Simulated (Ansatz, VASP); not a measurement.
# One calculation of Cr, two programs

```
Cr
1.0
    -1.39425    1.39425    1.39425
     1.39425   -1.39425    1.39425
     1.39425    1.39425   -1.39425
Cr
1
Direct
  0.00000 0.00000 0.00000
```

Alike in both runs: task single point; functional LDA; k mesh 3 × 3 × 3; occupations fermi-dirac, width 0.1 eV; no spin polarisation.

```csv
,VASP,Ansatz
version,VASP 6.6.1,Ansatz 0.2.0
potentials or method,"VASP PAW LDA potentials, release 64 (Cr_pv), cutoff 500 eV","plane waves (420 eV) with PAW, scalar-relativistic"
valence electrons in the cell,12,14
```

```csv
,VASP,Ansatz,Ansatz less VASP
pressure (GPa),14.7,14.7,-0.03
```

Ansatz warns that its potentials were made for another functional, while VASP's fit it. LDA's correlation is that of Perdew and Zunger in VASP and of Perdew and Wang (1992) in Ansatz. VASP's potentials hold 12 valence electrons a cell and Ansatz's 14, so a difference there can come from the potentials and not from the codes.

The k mesh is coarse, so the values compare programs but aren't converged.
